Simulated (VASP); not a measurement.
# GaGe2O4 (I4/mmm) in VASP: a series of runs

Runs on GaGe2O4. Level: PBE. Tasks: single point, relaxation of cell and atoms.

Everything below comes from runs of VASP 6.6.1. Logs are shortened: lines on timing, memory, paths and dates and some standing lists are left out, and cuts for length are marked.

## Step 1: The cell of the first run

Symmetry: I4/mmm, No. 139, tetragonal system. The conventional cell has a = 3.979 Å, b = 3.979 Å, c = 10.712 Å, α = 90.00°, β = 90.00°, γ = 90.00°. Within 2.6 Å of Ga (site symmetry 4/mmm) lie 6 O at 1.99 Å. Ge (site symmetry 4mm) has 1 O at 1.81 Å within 2.4 Å. O (site symmetry mmm) has 2 Ga at 1.99 Å and 4 Ge at 2.53 Å within 2.6 Å. O (site symmetry 4mm) has 1 Ge at 1.81 Å and 1 Ga at 1.99 Å within 2.4 Å.

## Step 2: Single point, PBE

File INCAR:

```
SYSTEM = GaGe2O4
  PREC = Accurate
  ENCUT = 520
  EDIFF = 1E-6
  ISMEAR = 0
  SIGMA = 0.1
  LREAL = .False.
  LASPH = .True.
  NELM = 80
  ALGO = Normal
  ISIF = 2
  LWAVE = .False.
  LCHARG = .False.
  GGA = PE
  NBANDS = 42
```

File KPOINTS:

```
Automatic mesh
0
Gamma
  6 6 6
  0 0 0
```

File POSCAR:

```
GaGe2O4
1.0
   -1.9893662377      1.9893662377      5.3558765125
    1.9893662377     -1.9893662377      5.3558765125
    1.9893662377      1.9893662377     -5.3558765125
Ga Ge O
1 2 4
Direct
    0.0000000000      0.0000000000      0.0000000000
    0.3547677550      0.3547677550      0.0000000000
    0.6452322450      0.6452322450      0.0000000000
    0.5000000000      0.0000000000      0.5000000000
    0.0000000000      0.5000000000      0.5000000000
    0.1854370908      0.1854370908      0.0000000000
    0.8145629092      0.8145629092      0.0000000000
```

Potentials or basis: VASP PAW PBE potentials, release 64 (Ga_d, Ge_d, O).

Command:

```
cat potpaw_PBE.64/Ga_d/POTCAR potpaw_PBE.64/Ge_d/POTCAR potpaw_PBE.64/O/POTCAR > POTCAR
mpirun -np 1 vasp_std > vasp.out
```

OUTCAR:

```text
SYSTEM = GaGe2O4
   PREC = Accurate
   ENCUT = 520
   EDIFF = 1E-6
   ISMEAR = 0
   LREAL = .False.
   LASPH = .True.
   NELM = 80
   ISIF = 2
   GGA = PE

 ion  position               nearest neighbor table
   1  0.000  0.000  0.000-   6 1.99   7 1.99   4 1.99   5 1.99   5 1.99   4 1.99
   2  0.355  0.355  0.000-   6 1.81
   3  0.645  0.645  0.000-   7 1.81
   4  0.500  0.000  0.500-   1 1.99   1 1.99
   5  0.000  0.500  0.500-   1 1.99   1 1.99
   6  0.185  0.185  0.000-   2 1.81   1 1.99
   7  0.815  0.815  0.000-   3 1.81   1 1.99

  LATTYP: Found a body centered tetragonal cell.
 ALAT       =     3.9787324754
 C/A-ratio  =     2.6922526436

  Lattice vectors:

 A1 = (  -1.9893662377,   1.9893662377,   5.3558765125)
 A2 = (   1.9893662377,  -1.9893662377,   5.3558765125)
 A3 = (   1.9893662377,   1.9893662377,  -5.3558765125)

Analysis of symmetry for initial positions (statically):
=====================================================================
 Subroutine PRICEL returns:
 Original cell was already a primitive cell.

 Routine SETGRP: Setting up the symmetry group for a
 body centered tetragonal supercell.

 Subroutine GETGRP returns: Found 16 space group operations
 (whereof 16 operations were pure point group operations)
 out of a pool of 16 trial point group operations.

The static configuration has the point symmetry D_4h.

Analysis of symmetry for dynamics (positions and initial velocities):
=====================================================================
 Subroutine PRICEL returns:
 Original cell was already a primitive cell.

 Routine SETGRP: Setting up the symmetry group for a
 body centered tetragonal supercell.

 Subroutine GETGRP returns: Found 16 space group operations
 (whereof 16 operations were pure point group operations)
 out of a pool of 16 trial point group operations.

The dynamic configuration has the point symmetry D_4h.

 Subroutine INISYM returns: Found 16 space group operations
 (whereof 16 operations are pure point group operations),
 and found     1 'primitive' translations

----------------------------------------------------------------------------------------

                                     Primitive cell

  volume of cell :      84.7852

  direct lattice vectors                    reciprocal lattice vectors
    -1.989366238  1.989366238  5.355876513     0.000000000  0.251336325  0.093355401
     1.989366238 -1.989366238  5.355876513     0.251336325  0.000000000  0.093355401
     1.989366238  1.989366238 -5.355876513     0.251336325  0.251336325  0.000000000

  length of vectors
     6.049840434  6.049840434  6.049840434     0.268114116  0.268114116  0.355443240

  position of ions in fractional coordinates (direct lattice)
     0.000000000  0.000000000  0.000000000
     0.354767755  0.354767755  0.000000000
     0.645232245  0.645232245  0.000000000
     0.500000000  0.000000000  0.500000000
     0.000000000  0.500000000  0.500000000
     0.185437091  0.185437091  0.000000000
     0.814562909  0.814562909  0.000000000

  ion indices of the primitive-cell ions
   primitive index   ion index
                 1           1
                 2           2
                 3           3
                 4           4
                 5           5
                 6           6
                 7           7

----------------------------------------------------------------------------------------

 KPOINTS: Automatic mesh

Automatic generation of k-mesh.
 Grid dimensions read from file:
 generate k-points for:    6    6    6

 Generating k-lattice:

  Cartesian coordinates                     Fractional coordinates (reciprocal lattice)
     0.000000000  0.041889388  0.015559234     0.166666667  0.000000000  0.000000000
     0.041889388  0.000000000  0.015559234     0.000000000  0.166666667  0.000000000
     0.041889388  0.041889388  0.000000000     0.000000000  0.000000000  0.166666667

  Length of vectors
     0.044685686  0.044685686  0.059240540

  Shift w.r.t. Gamma in fractional coordinates (k-lattice)
     0.000000000  0.000000000  0.000000000

 Subroutine IBZKPT returns following result:
 ===========================================

 Found     30 irreducible k-points:

 Following reciprocal coordinates:
            Coordinates               Weight
  0.000000  0.000000  0.000000      1.000000
  0.166667  0.000000 -0.000000      8.000000
  0.333333  0.000000  0.000000      8.000000
  0.500000  0.000000 -0.000000      4.000000
  0.166667  0.166667  0.000000      8.000000
  0.333333  0.166667  0.000000     16.000000
[... 16 lines left out ...]
 -0.333333 -0.333333  0.166667      8.000000
 -0.166667 -0.333333  0.166667      8.000000
 [... further k-points ...]
   k-points           NKPTS =     30   k-points in BZ     NKDIM =     30   number of bands    NBANDS=     42
   number of dos      NEDOS =    301   number of ions     NIONS =      7
   total plane-waves  NPLWV = 110592
   dimension x,y,z NGX =    48 NGY =   48 NGZ =   48
   dimension x,y,z NGXF=    96 NGYF=   96 NGZF=   96
   ions per type =               1   2   4
   NGX,Y,Z   is equivalent  to a cutoff of  13.19, 13.19, 13.19 a.u.
   NGXF,Y,Z  is equivalent  to a cutoff of  26.38, 26.38, 26.38 a.u.
 SYSTEM =  GaGe2O4
   PREC   = accura    normal or accurate (medium, high low for compatibility)
   ISTART =      0    job   : 0-new  1-cont  2-samecut
   ICHARG =      2    charge: 1-file 2-atom 10-const
   ISPIN  =      1    spin polarized calculation?
   LNONCOLLINEAR =      F non collinear calculations
   LSORBIT =      F    spin-orbit coupling
   LASPH  =      T    aspherical Exc in radial PAW
   ENCUT  =  520.0 eV  38.22 Ry    6.18 a.u.  11.25 11.25 11.25*2*pi/ulx,y,z
   NELM   =     80;   NELMIN=  2; NELMDL= -5     # of ELM steps
   EDIFF  = 0.1E-05   stopping-criterion for ELM
   LREAL  =      F    real-space projection
   EDIFFG = 0.1E-04   stopping-criterion for IOM
   NSW    =      0    number of steps for IOM
   IBRION =     -1    ionic relax: 0-MD 1-quasi-New 2-CG
   NFREE  =      0    steps in history (QN), initial steepest desc. (CG)
   ISIF   =      2    stress and relaxation
   ISYM   =      2    0-nonsym 1-usesym 2-fastsym
   POTIM  = 0.5000    time-step for ionic-motion
   TEBEG  =    0.0;   TEEND  =   0.0 temperature during run
   PSTRESS=    0.0 pullay stress
   NELECT =      65.0000    total number of electrons
   NUPDOWN=      -1.0000    fix difference up-down
   EMIN   =  10.00;   EMAX   =-10.00  energy-range for DOS
   EFERMI =   0.00;   METHOD = LEGACY
   ISMEAR =     0;   SIGMA  =   0.10  broadening in eV -4-tet -1-fermi 0-gaus
   EFERMI_NEDOS =   21; number of points for ismear=-14 and -15
   IALGO  =     38    algorithm
   IMIX   =      4    mixing-type and parameters
     AMIX     =   0.40;   BMIX     =  1.00
     AMIX_MAG =   1.60;   BMIX_MAG =  1.00
  volume/ion in A,a.u.               =      12.11        81.74
  Fermi-wavevector in a.u.,A,eV,Ry     =   1.498325  2.831423 30.544765  2.244977
  Thomas-Fermi vector in A             =   2.610098
   LORBIT       =      0    0 simple, 1 ext, 2 COOP (PROOUT), +10 PAW based schemes
   GGA     = PE    functional components
   LHFCALC =     F    Hartree Fock is set to
   AEXX    =    0.0000 exact exchange contribution
   IVDW    =     0    specifies the selected vdW correction
   LEPSILON=     F    determine dielectric tensor
   LRPA    =     F    only Hartree local field effects (RPA)
 non-spin polarized calculation
 Gauss-broadening in eV      SIGMA  =   0.10
  energy-cutoff  :      520.00
  volume of cell :       84.79
 maximum number of plane-waves:      2320
 NGX is ok and might be reduce to    48
   NGX = 23   NGY = 23   NGZ = 23

 number of electron      64.9999993 magnetization

 Free energy of the ion-electron system (eV)
  ---------------------------------------------------
  ext. energy  EPLUGINS =         0.00000000
  ---------------------------------------------------
  free energy    TOTEN  =       -38.40738104 eV

  energy without entropy =      -38.39165118  energy(sigma->0) =      -38.39951611

 E-fermi :   4.7805     XC(G=0): -11.2709

 val. band max:        4.7791107800   @ k =  -0.3333  -0.3333   0.1667
 cond. band min:       4.7952814708   @ k =  -0.1667  -0.3333   0.1667
 fundamental gap:      0.0161706908
 Fermi energy:         4.7805217693

 k-point     1 :       0.0000    0.0000    0.0000
  band No.  band energies     occupation
      1     -19.6830      2.00000
      2     -19.6819      2.00000
      3     -19.6801      2.00000
      4     -19.6796      2.00000
      5     -19.6770      2.00000
      6     -19.6725      2.00000
[... 34 lines left out ...]
     41      14.0433      0.00000
     42      15.7631      0.00000

 k-point     2 :       0.1667    0.0000   -0.0000
  band No.  band energies     occupation
      1     -19.6851      2.00000
      2     -19.6826      2.00000
      3     -19.6801      2.00000
      4     -19.6799      2.00000
      5     -19.6735      2.00000
      6     -19.6706      2.00000
[... 34 lines left out ...]
     41      13.9748      0.00000
     42      15.9480      0.00000

 k-point     3 :       0.3333    0.0000    0.0000
  band No.  band energies     occupation
      1     -19.6894      2.00000
      2     -19.6806      2.00000
      3     -19.6798      2.00000
      4     -19.6771      2.00000
      5     -19.6758      2.00000
      6     -19.6644      2.00000
[... 34 lines left out ...]
     41      14.5516      0.00000
     42      15.9124      0.00000

 k-point     4 :       0.5000    0.0000   -0.0000
  band No.  band energies     occupation
      1     -19.6909      2.00000
      2     -19.6793      2.00000
      3     -19.6790      2.00000
      4     -19.6777      2.00000
      5     -19.6759      2.00000
      6     -19.6619      2.00000
[... 844 lines left out ...]
     41      14.6820      0.00000
     42      15.7431      0.00000

 k-point    23 :      -0.3333   -0.3333    0.1667
  band No.  band energies     occupation
      1     -19.6989      2.00000
      2     -19.6836      2.00000
      3     -19.6802      2.00000
      4     -19.6764      2.00000
      5     -19.6745      2.00000
      6     -19.6552      2.00000
[... 34 lines left out ...]
     41      13.7936      0.00000
     42      16.1333      0.00000

 k-point    24 :      -0.1667   -0.3333    0.1667
  band No.  band energies     occupation
      1     -19.6958      2.00000
      2     -19.6845      2.00000
      3     -19.6797      2.00000
      4     -19.6780      2.00000
      5     -19.6739      2.00000
      6     -19.6592      2.00000
[... 34 lines left out ...]
     41      13.8030      0.00000
     42      16.1099      0.00000

 [... further k-points ...]

------------------------ aborting loop because EDIFF is reached ----------------------------------------

  FORCE on cell =-STRESS in cart. coord.  units (eV):
  Direction    XX          YY          ZZ          XY          YZ          ZX
  --------------------------------------------------------------------------------------
  -------------------------------------------------------------------------------------
  Total        0.1863026      0.1863026      0.1060486      0.0000000     -0.0000000      0.0000000
  in kB        3.5205417      3.5205417      2.0039903      0.0000000     -0.0000000      0.0000000
  external PRESSURE =       3.0150246 kB  Pullay stress =       0.0000000 kB

 VOLUME and BASIS-vectors are now :
 -----------------------------------------------------------------------------
  energy-cutoff  :      520.00
  volume of cell :       84.79
      direct lattice vectors                 reciprocal lattice vectors
    -1.989366238  1.989366238  5.355876513     0.000000000  0.251336325  0.093355401
     1.989366238 -1.989366238  5.355876513     0.251336325  0.000000000  0.093355401
     1.989366238  1.989366238 -5.355876513     0.251336325  0.251336325  0.000000000

 POSITION                                       TOTAL-FORCE (eV/Angst)
 -----------------------------------------------------------------------------------
      0.00000      0.00000      0.00000         0.000000      0.000000     -0.000000
      0.00000      0.00000      3.80018        -0.000000     -0.000000      0.011878
      0.00000      0.00000      6.91157        -0.000000     -0.000000     -0.011878
      0.00000      1.98937      0.00000         0.000000      0.000000     -0.000000
      1.98937      0.00000      0.00000         0.000000      0.000000     -0.000000
      0.00000      0.00000      1.98636        -0.000000     -0.000000      0.018085
      0.00000      0.00000      8.72540         0.000000      0.000000     -0.018085
 -----------------------------------------------------------------------------------
    total drift:                               -0.000000     -0.000000      0.000000

  FREE ENERGIE OF THE ION-ELECTRON SYSTEM (eV)
  ---------------------------------------------------
  free  energy   TOTEN  =       -38.4073810425 eV

  energy  without entropy=      -38.3916511805  energy(sigma->0) =      -38.39951611
```

Run time: 85 s. Hardware: 1 thread of Intel Xeon 6975P-C (Granite Rapids), shared host; peak memory 0.36 GiB.

What came out:

| Quantity | Value |
| --- | --- |
| Free energy | -38.4074 eV |
| Pressure | 0.3 GPa |
| Largest force | 0.018 eV/Å |

Forces in eV/Å, atoms in the order of the input:
```
Ga   0.000  0.000  0.000
Ge   0.000  0.000  0.012
Ge   0.000  0.000 -0.012
O    0.000  0.000  0.000
O    0.000  0.000  0.000
O    0.000  0.000  0.018
O    0.000  0.000 -0.018
```

Stress tensor (GPa, compression positive):
```
0.35 0.00 0.00
0.00 0.35 0.00
0.00 0.00 0.20
```

Caveat: the k points lie up to 0.37 Å⁻¹ apart; an odd number of electrons without spin polarisation forces a metal; a magnetic or distorted state may lie lower.

## Step 3: Single point, PBE

This run uses another cell than the first one, of 11.33 Å³/atom, 0.935 times its volume.

File INCAR:

```
PREC = Accurate
ENCUT = 520
EDIFF = 1E-7
ISMEAR = 0
SIGMA = 0.1
LREAL = False
LASPH = True
NELM = 80
ALGO = Normal
ISIF = 2
LWAVE = False
LCHARG = False
GGA = PE
NBANDS = 42
```

File KPOINTS:

```
regular mesh
0
Gamma
  8 8 8
```

File POSCAR:

```
GaGe2O4
1.0
   -1.8250063405      1.8250063405      5.9520764975
    1.8250063405     -1.8250063405      5.9520764975
    1.8250063405      1.8250063405     -5.9520764975
Ga Ge O
1 2 4
Direct
    0.0000000000      0.0000000000      0.0000000000
    0.3537700000      0.3537700000      0.0000000000
    0.6462300000      0.6462300000      0.0000000000
    0.5000000000      0.0000000000      0.5000000000
    0.0000000000      0.5000000000      0.5000000000
    0.1533100000      0.1533100000      0.0000000000
    0.8466900000      0.8466900000      0.0000000000
```

Potentials or basis: VASP PAW PBE potentials, release 64 (Ga_d, Ge_d, O).

Command:

```
cat potpaw_PBE.64/Ga_d/POTCAR potpaw_PBE.64/Ge_d/POTCAR potpaw_PBE.64/O/POTCAR > POTCAR
mpirun -np 1 vasp_std > vasp.out
```

Wall time 3 min (1 thread of Intel Xeon 6975P-C (Granite Rapids), shared host); peak memory 0.42 GiB.

The run converged. Its results:

| Property | Result |
| --- | --- |
| Free energy | -36.3017 eV |
| Pressure | 16.0 GPa |
| Largest force | 4.554 eV/Å |

Forces in eV/Å, atoms in the order of the input:
```
Ga   0.000  0.000  0.000
Ge   0.000  0.000  0.294
Ge   0.000  0.000 -0.294
O    0.000  0.000  0.000
O    0.000  0.000  0.000
O    0.000  0.000  4.554
O    0.000  0.000 -4.554
```

Stress tensor (GPa, compression positive):
```
16.02  0.00  0.00
 0.00 16.02  0.00
 0.00  0.00 15.89
```

Levels at points of the mesh, in eV from the Fermi level:
| k point | band 30 | band 31 | band 32 | band 33 | band 34 | band 35 | band 36 | band 37 |
| --- | --- | --- | --- | --- | --- | --- | --- | --- |
| (0.00, 0.00, 0.00) | -1.48 | -1.42 | -1.42 | -1.15 | 2.65 | 5.56 | 5.56 | 6.63 |
| (0.50, 0.00, 0.00) | -1.46 | -0.59 | 0.06 | 0.19 | 2.15 | 3.43 | 3.99 | 4.99 |
| (0.50, 0.50, 0.00) | -0.48 | -0.13 | -0.08 | -0.03 | 4.57 | 4.70 | 4.89 | 5.23 |
| (0.50, 0.50, 0.50) | -1.84 | -1.40 | -1.40 | 0.51 | 3.81 | 5.20 | 5.64 | 5.64 |

Caveat: an odd number of electrons without spin polarisation forces a metal; a magnetic or distorted state may lie lower.

(Part 1 of 2 ends here.)
